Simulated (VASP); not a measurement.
ErBe:

```
Er Be
1.0
     2.82453    0.00000    0.00000
     0.00000    2.82453    0.00000
     0.00000    0.00000    3.84171
Er Be
1 1
Cartesian
  1.4123 1.4123 1.9209
  0.0000 0.0000 0.0000
```

The cell was generated, and may not be a known phase.

```yaml
Program: VASP 6.6.1
Task: relaxation of cell and atoms
Functional: PBE
Potentials_or_basis: VASP PAW PBE potentials, release 64 (Er_3, Be), 4f in core
Cutoff: 600 eV
k_mesh: 7 × 7 × 5
Occupations: gaussian, width 0.2 eV
Spin: no spin polarisation
```

At the start: pressure 19.9 GPa; volume 15.32 Å³/atom.

How do energy, volume and symmetry change on relaxing?

Over 6 steps the energy falls by 374.2 meV/atom and the volume is 19.20 Å³/atom (+25.3 %); space group P4/mmm (No. 123, to 0.1 Å) before, Pm-3m (No. 221, to 0.1 Å).

Step by step:
| step | energy change (eV) | largest force (eV/Å) | pressure (GPa) | volume (Å³) |
| --- | --- | --- | --- | --- |
| 1 | 0.0000 | 0.0000 | 19.89 | 30.65 |
| 2 | -0.4745 | 0.0000 | -2.26 | 39.85 |
| 3 | -0.4773 | 0.0000 | -1.12 | 39.06 |
| 4 | -0.5678 | 0.0000 | -1.02 | 39.08 |
| 5 | -0.7460 | 0.0000 | -0.35 | 38.55 |
| 6 | -0.7484 | 0.0000 | -0.01 | 38.39 |

Final structure:
```yaml
crystal:
  lattice:
    - [3.39220, 0.00000, 0.00000]
    - [0.00000, 3.39220, 0.00000]
    - [0.00000, 0.00000, 3.33632]
  atoms:
    - { symbol: Er, position: [0.50000, 0.50000, 0.50000] }
    - { symbol: Be, position: [0.00000, 0.00000, 0.00000] }
```

Caveat: the volume moved by over 15 % at a fixed basis, so the end points are rough.
